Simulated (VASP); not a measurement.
A run of VASP 6.6.1 is set up as follows.

File INCAR:

```
SYSTEM = In3GaP4
ALGO = Normal
EDIFF = 1E-7
ENCUT = 520
GGA = PE
ISIF = 2
ISMEAR = 0
LASPH = .True.
LCHARG = .False.
LREAL = .False.
LWAVE = .False.
NBANDS = 46
NELM = 60
PREC = Accurate
SIGMA = 0.01
```

The input KPOINTS:

```
k-points
0
Gamma
  6 6 6
  0 0 0
```

POSCAR

```
In3GaP4
1.0
   -2.9225850793      2.9225850793      5.8360107835
    2.9225850793     -2.9225850793      5.8360107835
    2.9225850793      2.9225850793     -5.8360107835
Ga P In
1 4 3
Direct
    0.0000000000      0.0000000000      0.0000000000
    0.3563799063      0.3563799063      0.4733745763
    0.1169946699      0.6436200937      0.0000000000
    0.8830053301      0.8830053301      0.5266254237
    0.6436200937      0.1169946699      0.0000000000
    0.7500000000      0.2500000000      0.5000000000
    0.5000000000      0.5000000000      0.0000000000
    0.2500000000      0.7500000000      0.5000000000
```

Potentials or basis: VASP PAW PBE potentials, release 64 (Ga_d, P, In_d).

Run with:

```console
$ cat potpaw_PBE.64/Ga_d/POTCAR potpaw_PBE.64/P/POTCAR potpaw_PBE.64/In_d/POTCAR > POTCAR
$ mpirun -np 1 vasp_std > vasp.out
```

Question: Predict the band gap on the k mesh.

Answer: 0.64 eV, direct.

Question: What does it give for the pressure?

Answer: 0.0 GPa.

Forces on the atoms (eV/Å):
```
Ga   0.000  0.000  0.000
P    0.002  0.002  0.002
P   -0.002  0.002 -0.002
P   -0.002 -0.002  0.002
P    0.002 -0.002 -0.002
In   0.000  0.000  0.000
In   0.000  0.000  0.000
In   0.000  0.000  0.000
```

Caveat: spin-orbit coupling is left out, which moves the levels of the heavy elements.
